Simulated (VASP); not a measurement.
A run of VASP 6.6.1 is set up as follows.

The input POSCAR:

```
TiPt3
1.0
    3.9723974900      0.0000000000      0.0000000000
    0.0000000000      3.9723974900      0.0000000000
    0.0000000000      0.0000000000      3.9723974900
Ti Pt
1 3
Direct
    0.0000000000      0.0000000000      0.0000000000
    0.0000000000      0.5000000000      0.5000000000
    0.5000000000      0.0000000000      0.5000000000
    0.5000000000      0.5000000000      0.0000000000
```

File INCAR.step1:

```
SYSTEM = TiPt3
PREC = Accurate ; ENCUT = 630
ISMEAR = -1 ; SIGMA = 0.1
LREAL = .FALSE. ; LASPH = .TRUE.
NELM = 120 ; NBANDS = 41
GGA = PE ; ALGO = Normal
EDIFF = 1E-5 ; LWAVE = .TRUE.
LCHARG = .FALSE. ; GGA_COMPAT = .FALSE.
```

Contents of INCAR.step2:

```
SYSTEM = TiPt3
PREC = Accurate ; ENCUT = 630
EDIFF = 1E-6 ; ISMEAR = -1
SIGMA = 0.1 ; LREAL = .FALSE.
LASPH = .TRUE. ; NELM = 120
ALGO = Normal ; ISIF = 2
LWAVE = .FALSE. ; LCHARG = .TRUE.
METAGGA = R2SCAN ; LMIXTAU = .TRUE.
LELF = .TRUE. ; LVHAR = .TRUE.
NBANDS = 41 ; ISTART = 1
GGA_COMPAT = .FALSE.
```

KPOINTS

```
regular mesh
0
G
  9 9 9
  0 0 0
```

Potentials or basis: VASP PAW PBE potentials, release 64 (Ti_sv, Pt_sv_GW).

Run with:

```bash
$ cat potpaw_PBE.64/Ti_sv/POTCAR potpaw_PBE.64/Pt_sv_GW/POTCAR > POTCAR
$ cp INCAR.step1 INCAR
$ mpirun -np 1 vasp_std > vasp.out
$ cp INCAR.step2 INCAR
$ mpirun -np 1 vasp_std > vasp.out
```

(1) Estimate the band gap on the k mesh.

(2) Predict the pressure.

## Answers

(1) zero (bands 33 and 34 overlap by 1.48 eV).

(2) -9.5 GPa.

Caveat: the cell stands under tension; the PAW data sets were made with another functional, which shifts forces and pressure a little; spin-orbit coupling is left out, which moves the levels of the heavy elements.
